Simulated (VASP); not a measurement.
The system is Br.

```xyz
4
Lattice="3.3281 -1.9517 0.0000 3.3281 1.9517 0.0000 0.0000 0.0000 8.4732" Properties=species:S:1:pos:R:3 pbc="T T T"
Br    3.3281   -1.3298    1.0246
Br    3.3281   -0.6219    5.2612
Br    3.3281    1.3298    7.4486
Br    3.3281    0.6219    3.2120
```

Base run:

| Property | Result |
| --- | --- |
| Program | VASP 6.6.1 |
| Functional | LDA |
| Potentials or basis | VASP PAW LDA potentials, release 64 (Br) |
| Cutoff | 520 eV |
| k mesh | 9 × 9 × 4 |
| Occupations | fermi-dirac, width 0.6 eV |
| Spin | no spin polarisation |

Its results: band gap on the k mesh 1.13 eV (least direct gap 1.31 eV); pressure 3.1 GPa; largest force 0.763 eV/Å.

**Question.** The run is repeated on the same cell with these changes: occupations from fermi-dirac, width 0.6 eV to gaussian, width 0.03 eV. What comes out?

**Answer.** Band gap on the k mesh 1.01 eV (least direct gap 1.19 eV); pressure 0.0 GPa; largest force 0.034 eV/Å.

Caveats: the stress differs along the axes, from -0 to 7 GPa (at least some runs); so wide a smearing shifts energies and pressures (at least some runs).

A k mesh can miss the band edges.
